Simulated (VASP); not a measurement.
# WC in VASP: further runs, part 2 of 2

VASP 6.6.1.

### Step 3. Single point, PBEsol (strain +0.080 along x and y, +0.080 along z)

The input, INCAR:

```
SYSTEM = WC
PREC = Accurate
ENCUT = 520
EDIFF = 1E-7
ISMEAR = 0
SIGMA = 0.15
LREAL = .FALSE.
LASPH = .TRUE.
NELM = 60
ALGO = Normal
ISIF = 2
LWAVE = .FALSE.
LCHARG = .FALSE.
GGA = PS
NBANDS = 16
```

The input, KPOINTS:

```
Automatic mesh
0
G
  18 18 18
  0 0 0
```

The input, POSCAR:

```
WC
1.0
    0.0000000000      2.3680987200      2.3680987200
    2.3680987200      0.0000000000      2.3680987200
    2.3680987200      2.3680987200      0.0000000000
W C
1 1
Direct
    0.0000000000      0.0000000000      0.0000000000
    0.5000000000      0.5000000000      0.5000000000
```

Potentials or basis: VASP PAW PBE potentials, release 64 (W_sv, C).

On the command line:

```bash
$ cat potpaw_PBE.64/W_sv/POTCAR potpaw_PBE.64/C/POTCAR > POTCAR
$ mpirun -np 1 vasp_std > vasp.out
```

OUTCAR:

```text
SYSTEM = WC
   PREC = Accurate
   ENCUT = 520
   EDIFF = 1E-7
   ISMEAR = 0
   LREAL = .FALSE.
   LASPH = .TRUE.
   NELM = 60
   ISIF = 2
   GGA = PS

 ion  position               nearest neighbor table
   1  0.000  0.000  0.000-   2 2.37   2 2.37   2 2.37   2 2.37   2 2.37   2 2.37
   2  0.500  0.500  0.500-   1 2.37   1 2.37   1 2.37   1 2.37   1 2.37   1 2.37

  LATTYP: Found a face centered cubic cell.
 ALAT       =     4.7361974400

  Lattice vectors:

 A1 = (   0.0000000000,   2.3680987200,   2.3680987200)
 A2 = (   2.3680987200,   0.0000000000,   2.3680987200)
 A3 = (   2.3680987200,   2.3680987200,   0.0000000000)

Analysis of symmetry for initial positions (statically):
=====================================================================
 Subroutine PRICEL returns:
 Original cell was already a primitive cell.

 Routine SETGRP: Setting up the symmetry group for a
 face centered cubic supercell.

 Subroutine GETGRP returns: Found 48 space group operations
 (whereof 48 operations were pure point group operations)
 out of a pool of 48 trial point group operations.

The static configuration has the point symmetry O_h .

Analysis of symmetry for dynamics (positions and initial velocities):
=====================================================================
[... 164 lines left out ...]
 Fermi energy:         8.9476657922

 k-point     1 :       0.0000    0.0000    0.0000
  band No.  band energies     occupation
      1     -66.5459      2.00000
      2     -30.5339      2.00000
      3     -30.5339      2.00000
      4     -30.5339      2.00000
      5      -4.8074      2.00000
      6       6.9813      2.00000
[... 433 lines left out ...]
      3     -30.5555      2.00000
      4     -30.5447      2.00000
      5      -3.6331      2.00000
      6       4.0548      2.00000
[... 8 lines left out ...]
     15      19.7931      0.00000
     16      22.5753      0.00000

 [... further k-points ...]

------------------------ aborting loop because EDIFF is reached ----------------------------------------

  FORCE on cell =-STRESS in cart. coord.  units (eV):
  Direction    XX          YY          ZZ          XY          YZ          ZX
  --------------------------------------------------------------------------------------
  -------------------------------------------------------------------------------------
  Total       -9.4254733     -9.4254733     -9.4254733     -0.0000000      0.0000000      0.0000000
  in kB     -568.5705280   -568.5705280   -568.5705280     -0.0000000      0.0000000      0.0000000
  external PRESSURE =    -568.5705280 kB  Pullay stress =       0.0000000 kB

 VOLUME and BASIS-vectors are now :
 -----------------------------------------------------------------------------
  energy-cutoff  :      520.00
  volume of cell :       26.56
      direct lattice vectors                 reciprocal lattice vectors
     0.000000000  2.368098720  2.368098720    -0.211139846  0.211139846  0.211139846
     2.368098720  0.000000000  2.368098720     0.211139846 -0.211139846  0.211139846
     2.368098720  2.368098720  0.000000000     0.211139846  0.211139846 -0.211139846

 POSITION                                       TOTAL-FORCE (eV/Angst)
 -----------------------------------------------------------------------------------
      0.00000      0.00000      0.00000        -0.000000      0.000000     -0.000000
      2.36810      2.36810      2.36810         0.000000     -0.000000      0.000000
 -----------------------------------------------------------------------------------
    total drift:                               -0.000000      0.000000      0.000000

  FREE ENERGIE OF THE ION-ELECTRON SYSTEM (eV)
  ---------------------------------------------------
  free  energy   TOTEN  =       -21.6685115090 eV

  energy  without entropy=      -21.6543924487  energy(sigma->0) =      -21.66145198
```

OSZICAR:

```text
N       E                     dE             d eps       ncg     rms          rms(c)
DAV:   1     0.110898590502E+03    0.11090E+03   -0.92858E+03  6240   0.121E+03
DAV:   2    -0.213651789183E+02   -0.13226E+03   -0.12733E+03  7648   0.326E+02
DAV:   3    -0.249679672288E+02   -0.36028E+01   -0.35806E+01  6840   0.504E+01
DAV:   4    -0.249925535400E+02   -0.24586E-01   -0.24584E-01  8136   0.477E+00
DAV:   5    -0.249927750143E+02   -0.22147E-03   -0.22147E-03  6856   0.439E-01    0.198E+01
DAV:   6    -0.220219187942E+02    0.29709E+01   -0.97941E+00  7816   0.267E+01    0.461E+00
DAV:   7    -0.217159492091E+02    0.30597E+00   -0.10229E+00  7248   0.717E+00    0.374E+00
DAV:   8    -0.216727341656E+02    0.43215E-01   -0.21652E-01  6696   0.374E+00    0.954E-01
DAV:   9    -0.216687615742E+02    0.39726E-02   -0.11538E-02  6664   0.103E+00    0.166E-01
DAV:  10    -0.216685307292E+02    0.23085E-03   -0.87570E-04  7680   0.291E-01    0.584E-02
DAV:  11    -0.216685159450E+02    0.14784E-04   -0.85199E-05  6904   0.741E-02    0.343E-02
DAV:  12    -0.216685117458E+02    0.41992E-05   -0.13219E-05  6976   0.272E-02    0.799E-03
DAV:  13    -0.216685115084E+02    0.23742E-06   -0.79004E-07  6848   0.802E-03    0.255E-04
DAV:  14    -0.216685115090E+02   -0.56707E-09   -0.68203E-09  4016   0.818E-04
   1 F= -.21668512E+02 E0= -.21661452E+02  d E =-.141191E-01
```

stdout:

```text
POSCAR found type information on POSCAR W C
 POSCAR found :  2 types and       2 ions
 scaLAPACK will be used
 -----------------------------------------------------------------------------
|                                                                             |
|                                                                             |
|     You enforced a specific xc type in the INCAR file but a different       |
|     I HOPE YOU KNOW WHAT YOU ARE DOING!                                     |
|                                                                             |
 -----------------------------------------------------------------------------

 LDA part: xc-table for (Slater+PW92), standard interpolation
 POSCAR, INCAR and KPOINTS ok, starting setup
 FFT: planning ... GRIDC
 FFT: planning ... GRID_SOFT
 FFT: planning ... GRID
 WAVECAR not read
 entering main loop
```

Wall time 39 s (1 thread of Intel Xeon 6975P-C (Granite Rapids), shared host); peak memory 0.22 GiB.

Results:

| Quantity | Value |
| --- | --- |
| Free energy | -21.6685 eV |
| Pressure | -56.9 GPa |
| Band gap on the k mesh | zero (bands 9 and 10 overlap by 2.18 eV) |

Caveat: the cell differs from its parent crystal (strain +0.080 along x and y, +0.080 along z); the cell stands under tension; the PAW data sets were made with another functional, which shifts forces and pressure a little; spin-orbit coupling is left out, which moves the levels of the heavy elements.

### Step 4. Single point, PBEsol (strain -0.040 along x and y, +0.000 along z)

The input, INCAR:

```
ALGO = Normal
EDIFF = 1E-6
ENCUT = 520
GGA = PS
ISIF = 2
ISMEAR = 0
LASPH = True
LCHARG = False
LREAL = False
LWAVE = False
NBANDS = 16
NELM = 80
PREC = Accurate
SIGMA = 0.15
```

The input, KPOINTS:

```
k-points
0
Gamma
  18 18 18
```

The input, POSCAR:

```
WC
1.0
    0.0000000000      2.1049766400      2.1926840000
    2.1049766400      0.0000000000      2.1926840000
    2.1049766400      2.1049766400      0.0000000000
W C
1 1
Direct
    0.0000000000      0.0000000000      0.0000000000
    0.5000000000      0.5000000000      0.5000000000
```

On the command line:

```bash
$ cat potpaw_PBE.64/W_sv/POTCAR potpaw_PBE.64/C/POTCAR > POTCAR
$ mpirun -np 1 vasp_std > vasp.out
```

Wall time 42 s (1 thread of Intel Xeon 6975P-C (Granite Rapids), shared host); peak memory 0.26 GiB.

The run converged. Its results:

```yaml
Free_energy: -22.8649 eV
Pressure: 26.7 GPa
Band_gap_on_the_k_mesh: zero (bands 9 and 10 overlap by 3.37 eV)
```

Stress tensor (GPa, compression positive):
```
37.17  0.00  0.00
 0.00 37.17  0.00
 0.00  0.00  5.81
```

Levels at points of the mesh, in eV from the Fermi level:
| k point | band 7 | band 8 | band 9 | band 10 | band 11 | band 12 |
| --- | --- | --- | --- | --- | --- | --- |
| (0.00, 0.00, 0.00) | -2.87 | -2.87 | -1.38 | -1.33 | -1.10 | -1.10 |
| (0.50, 0.00, 0.00) | -7.24 | -7.14 | 1.09 | 1.43 | 2.74 | 5.01 |
| (0.50, 0.50, 0.00) | -6.09 | -2.39 | -2.39 | 0.99 | 2.63 | 2.63 |
| (0.50, 0.00, 0.50) | -5.57 | -2.77 | -2.60 | 1.00 | 2.36 | 2.92 |

Caveat: the cell differs from its parent crystal (strain -0.040 along x and y, +0.000 along z); the cell stands under pressure; the PAW data sets were made with another functional, which shifts forces and pressure a little; spin-orbit coupling is left out, which moves the levels of the heavy elements.

### Step 5. Single point, PBEsol (strain +0.000 along x and y, -0.040 along z)

The input, INCAR:

```
SYSTEM = WC
ALGO = Normal
EDIFF = 1E-7
ENCUT = 520
GGA = PS
ISIF = 2
ISMEAR = 0
LASPH = .TRUE.
LCHARG = .FALSE.
LREAL = .FALSE.
LWAVE = .FALSE.
NBANDS = 16
NELM = 60
PREC = Accurate
SIGMA = 0.15
```

The input, KPOINTS:

```
k-points
0
G
  18 18 18
  0 0 0
```

The input, POSCAR:

```
WC
1.0
    0.0000000000      2.1926840000      2.1049766400
    2.1926840000      0.0000000000      2.1049766400
    2.1926840000      2.1926840000      0.0000000000
W C
1 1
Direct
    0.0000000000      0.0000000000      0.0000000000
    0.5000000000      0.5000000000      0.5000000000
```

On the command line:

```bash
$ cat potpaw_PBE.64/W_sv/POTCAR potpaw_PBE.64/C/POTCAR > POTCAR
$ mpirun -np 1 vasp_std > vasp.out
```

Wall time 43 s (1 thread of Intel Xeon 6975P-C (Granite Rapids), shared host); peak memory 0.26 GiB.

It converged, with:

```
Free energy            : -22.9470 eV
Pressure               : 8.0 GPa
Band gap on the k mesh : zero (bands 9 and 10 overlap by 3.10 eV)
```

Stress tensor (GPa, compression positive):
```
-1.97  0.00  0.00
 0.00 -1.97  0.00
 0.00  0.00 28.00
```

Levels at points of the mesh, in eV from the Fermi level:
| k point | band 7 | band 8 | band 9 | band 10 | band 11 | band 12 |
| --- | --- | --- | --- | --- | --- | --- |
| (0.00, 0.00, 0.00) | -3.07 | -2.55 | -1.25 | -1.17 | -1.17 | -0.94 |
| (0.50, 0.00, 0.00) | -6.92 | -6.85 | 0.98 | 1.34 | 2.56 | 4.95 |
| (0.50, 0.50, 0.00) | -5.31 | -2.73 | -2.73 | 1.00 | 2.46 | 2.46 |
| (0.50, 0.00, 0.50) | -5.83 | -2.51 | -2.34 | 0.86 | 2.23 | 2.67 |

Caveat: the cell differs from its parent crystal (strain +0.000 along x and y, -0.040 along z); the cell stands under pressure; the PAW data sets were made with another functional, which shifts forces and pressure a little; spin-orbit coupling is left out, which moves the levels of the heavy elements.

### Step 6. Single point, PBEsol (strain -0.040 along x and y, +0.040 along z)

The input, INCAR:

```
SYSTEM = WC
PREC     = Accurate       ! precision mode
ENCUT    = 520            ! plane-wave cutoff, eV
EDIFF    = 1E-6           ! SCF threshold, eV
ISMEAR   = 0              ! smearing method
SIGMA    = 0.15           ! smearing width, eV
LREAL    = .FALSE.        ! projectors in reciprocal space
LASPH    = .TRUE.         ! aspherical terms in the spheres
NELM     = 60             ! most SCF steps
ALGO     = Normal         ! electronic algorithm
ISIF     = 2              ! what is computed and relaxed
LWAVE    = .FALSE.        ! write WAVECAR
LCHARG   = .TRUE.         ! write CHGCAR
GGA      = PS             ! functional
LELF     = .TRUE.         ! ELF
LVHAR    = .TRUE.       
NBANDS   = 16             ! bands
```

The input, KPOINTS:

```
Automatic mesh
0
G
  18 18 18
  0 0 0
```

The input, POSCAR:

```
WC
1.0
    0.0000000000      2.1049766400      2.2803913600
    2.1049766400      0.0000000000      2.2803913600
    2.1049766400      2.1049766400      0.0000000000
W C
1 1
Direct
    0.0000000000      0.0000000000      0.0000000000
    0.5000000000      0.5000000000      0.5000000000
```

Potentials or basis: VASP PAW PBE potentials, release 64 (W_sv, C).

On the command line:

```bash
$ cat potpaw_PBE.64/W_sv/POTCAR potpaw_PBE.64/C/POTCAR > POTCAR
$ mpirun -np 1 vasp_std > vasp.out
```

Run time: 41 s. Hardware: 1 thread of Intel Xeon 6975P-C (Granite Rapids), shared host; peak memory 0.27 GiB.

The run converged. Its results:

* Free energy: -22.8292 eV
* Pressure: 12.7 GPa
* Band gap on the k mesh: zero (bands 9 and 10 overlap by 2.99 eV)

Stress tensor (GPa, compression positive):
```
 28.18   0.00   0.00
  0.00  28.18   0.00
  0.00   0.00 -18.38
```

Levels at points of the mesh, in eV from the Fermi level:
```csv
k point,band 6,band 7,band 8,band 9,band 10,band 11,band 12,band 13
"(0.00, 0.00, 0.00)",-3.57,-2.50,-2.50,-1.73,-1.34,-0.96,-0.96,-0.50
"(0.50, 0.00, 0.00)",-10.17,-7.02,-6.85,0.94,1.50,2.68,4.90,8.03
"(0.50, 0.50, 0.00)",-6.24,-6.08,-2.15,-2.15,0.91,2.44,2.44,5.07
"(0.50, 0.00, 0.50)",-6.07,-5.31,-2.78,-2.56,0.83,1.91,3.00,6.36
```

Caveat: the cell differs from its parent crystal (strain -0.040 along x and y, +0.040 along z); the cell stands under pressure; the PAW data sets were made with another functional, which shifts forces and pressure a little; spin-orbit coupling is left out, which moves the levels of the heavy elements.

### Step 7. Single point, PBEsol (strain +0.040 along x and y, +0.000 along z)

The input, INCAR:

```
SYSTEM = WC
PREC = Accurate
ENCUT = 520
EDIFF = 1E-7
ISMEAR = 0
SIGMA = 0.15
LREAL = .FALSE.
LASPH = .TRUE.
NELM = 60
ALGO = Normal
ISIF = 2
LWAVE = .FALSE.
LCHARG = .FALSE.
GGA = PS
NBANDS = 16
```

The input, KPOINTS:

```
regular mesh
0
G
  18 18 18
  0 0 0
```

The input, POSCAR:

```
WC
1.0
    0.0000000000      2.2803913600      2.1926840000
    2.2803913600      0.0000000000      2.1926840000
    2.2803913600      2.2803913600      0.0000000000
W C
1 1
Direct
    0.0000000000      0.0000000000      0.0000000000
    0.5000000000      0.5000000000      0.5000000000
```

On the command line:

```bash
$ cat potpaw_PBE.64/W_sv/POTCAR potpaw_PBE.64/C/POTCAR > POTCAR
$ mpirun -np 1 vasp_std > vasp.out
```

Wall time 43 s (1 thread of Intel Xeon 6975P-C (Granite Rapids), shared host); peak memory 0.28 GiB.

The run converged. Its results:

* Free energy: -22.7325 eV
* Pressure: -31.1 GPa
* Band gap on the k mesh: zero (bands 9 and 10 overlap by 2.58 eV)

Stress tensor (GPa, compression positive):
```
-36.18   0.00   0.00
  0.00 -36.18   0.00
  0.00   0.00 -20.95
```

Levels at points of the mesh, in eV from the Fermi level:
| k point | band 7 | band 8 | band 9 | band 10 | band 11 | band 12 |
| --- | --- | --- | --- | --- | --- | --- |
| (0.00, 0.00, 0.00) | -2.59 | -2.17 | -1.09 | -0.90 | -0.90 | -0.77 |
| (0.50, 0.00, 0.00) | -6.05 | -6.00 | 0.78 | 1.07 | 2.08 | 4.79 |
| (0.50, 0.50, 0.00) | -5.06 | -2.47 | -2.47 | 0.78 | 1.99 | 1.99 |
| (0.50, 0.00, 0.50) | -5.17 | -2.24 | -2.19 | 0.66 | 1.80 | 2.16 |

Caveat: the cell differs from its parent crystal (strain +0.040 along x and y, +0.000 along z); the cell stands under tension; the PAW data sets were made with another functional, which shifts forces and pressure a little; spin-orbit coupling is left out, which moves the levels of the heavy elements.

### Step 8. Overview

```csv
cell,gap on the mesh (eV),pressure (GPa)
"a = 2.853 Å, angles 60.0°, 2 atoms",none,142.3
"a = 3.349 Å, angles 60.0°, 2 atoms",none,-56.9
"a = 3.040, b = 3.040, c = 2.977 Å, angles 60.7, 60.7, 58.6°, 2 atoms",none,26.7
"a = 3.040, b = 3.040, c = 3.101 Å, angles 59.3, 59.3, 61.3°, 2 atoms",none,8.0
"a = 3.103, b = 3.103, c = 2.977 Å, angles 61.3, 61.3, 57.3°, 2 atoms",none,12.7
"a = 3.164, b = 3.164, c = 3.225 Å, angles 59.4, 59.4, 61.3°, 2 atoms",none,-31.1
```

Alike in all rows: task single point; level PBEsol; potentials or basis VASP PAW PBE potentials, release 64 (W_sv, C); no spin polarisation; k mesh 18 × 18 × 18; cutoff (eV) 520; smearing gaussian 0.15 eV.

Caveats: the PAW data sets were made with another functional, which shifts forces and pressure a little; spin-orbit coupling is left out, which moves the levels of the heavy elements; the cell stands under pressure (at least some runs); the cell stands under tension (at least some runs).

Absolute energies hang on the potentials; compare differences alone.
